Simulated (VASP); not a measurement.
Here is a VASP 6.6.1 calculation.

The input INCAR:

```
ALGO     = Normal         # electronic algorithm
EDIFF    = 1E-6           # SCF threshold, eV
ENCUT    = 520            # plane-wave cutoff, eV
GGA      = PS             # functional
ISIF     = 2              # what is computed and relaxed
ISMEAR   = 0              # smearing method
LASPH    = True           # aspherical terms in the spheres
LCHARG   = False          # write CHGCAR
LREAL    = False          # projectors in reciprocal space
LWAVE    = False          # write WAVECAR
NBANDS   = 11             # bands
NELM     = 60             # most SCF steps
PREC     = Accurate       # precision mode
SIGMA    = 0.1            # smearing width, eV
```

Contents of KPOINTS:

```
k-points
0
Gamma
  8 8 8
```

Contents of POSCAR:

```
MgO
1.0
    0.0000000000      2.1245000000      2.1245000000
    2.1245000000      0.0000000000      2.1245000000
    2.1245000000      2.1245000000      0.0000000000
Mg O
1 1
Direct
    0.0000000000      0.0000000000      0.0000000000
    0.5000000000      0.5000000000      0.5000000000
```

Potentials or basis: VASP PAW PBE potentials, release 64 (Mg, O).

The run is started by

```bash
$ cat potpaw_PBE.64/Mg/POTCAR potpaw_PBE.64/O/POTCAR > POTCAR
$ mpirun -np 1 vasp_std > vasp.out
```

Task: What does it give for the pressure?

Result: -4.2 GPa.

Task: Predict the band gap on the k mesh.

Result: 4.39 eV, direct.

Caveat: the PAW data sets were made with another functional, which shifts forces and pressure a little. Expect the measured gap to be larger: semilocal functionals such as PBEsol lack the derivative discontinuity.
